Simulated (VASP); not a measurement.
## InSb: vibrations by perturbation theory with PBE

Crystal: InSb.

```
In Sb
1.0
     0.00000    3.07518    3.07518
     3.07518    0.00000    3.07518
     3.07518    3.07518    0.00000
In Sb
1 1
Direct
  0.00000 0.00000 0.00000
  0.50000 0.50000 0.50000
```

```
Program                : VASP 6.6.1
Task                   : vibrations by perturbation theory
Functional             : PBE
Potentials or basis    : VASP PAW PBE potentials, release 64 (In_d, Sb)
Cutoff                 : 520 eV
k mesh                 : 12 × 12 × 12
Occupations            : gaussian, width 0.15 eV
Spin                   : no spin polarisation
Dipole correction      : no
Further INCAR settings : ALGO = Normal; EDIFF = 1e-08; NBANDS = 16; IBRION = 8; NSW = 1
```

* Highest phonon frequency at Γ, LO-TO splitting left out: 97 cm⁻¹

Phonon frequencies in cm⁻¹ (negative: imaginary):
```csv
q point,frequencies
"(0.000, 0.000, 0.000)",0 0 0 97 97 97
```

Run time: 6.6 min on 1 thread of Intel(R) Xeon(R) Platinum 8259CL CPU @ 2.50GHz (Skylake/Cascade Lake), with other jobs on the host, peak memory 0.46 GiB.
